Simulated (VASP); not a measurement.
Wanted: the native input for a VASP 6.6.1 run.

```
Task                   : single point
Functional             : PBEsol
Potentials or basis    : VASP PAW PBE potentials, release 64 (Ti_sv, Si)
Cutoff                 : 520 eV
k mesh                 : 6 × 6 × 6
Occupations            : gaussian, width 0.02 eV
Spin                   : no spin polarisation
Dipole correction      : no
Further INCAR settings : ALGO = Normal; EDIFF = 1e-06; NBANDS = 28
```

The structure of Ti3Si lies in POSCAR:

```
Ti3Si
1.0
    0.0000000000      3.1055493799      3.1055493799
    3.1055493799      0.0000000000      3.1055493799
    3.1055493799      3.1055493799      0.0000000000
Ti Si
3 1
Direct
    0.7500000000      0.7500000000      0.7500000000
    0.2500000000      0.2500000000      0.2500000000
    0.0000000000      0.0000000000      0.0000000000
    0.5000000000      0.5000000000      0.5000000000
```

The input as run:

INCAR

```
  PREC = Accurate
  ENCUT = 520
  EDIFF = 1E-6
  ISMEAR = 0
  SIGMA = 0.02
  LREAL = F
  LASPH = T
  NELM = 80
  ALGO = Normal
  ISIF = 2
  LWAVE = F
  LCHARG = F
  GGA = PS
  NBANDS = 28
```

KPOINTS

```
Automatic mesh
0
Gamma
  6 6 6
```

Potentials or basis: VASP PAW PBE potentials, release 64 (Ti_sv, Si).

Command:

```console
$ cat potpaw_PBE.64/Ti_sv/POTCAR potpaw_PBE.64/Si/POTCAR > POTCAR
$ mpirun -np 1 vasp_std > vasp.out
```

Results of the run:

The pressure is -0.1 GPa and the band gap on the k mesh is zero (band 20 reaches 9.73 eV, above the bottom of band 21 at 9.36 eV).

Caveat: the PAW data sets were made with another functional, which shifts forces and pressure a little.

Wall time 33 s on 1 thread of Intel(R) Xeon(R) Platinum 8488C (Sapphire Rapids) (shared host), peak memory 0.2 GiB.
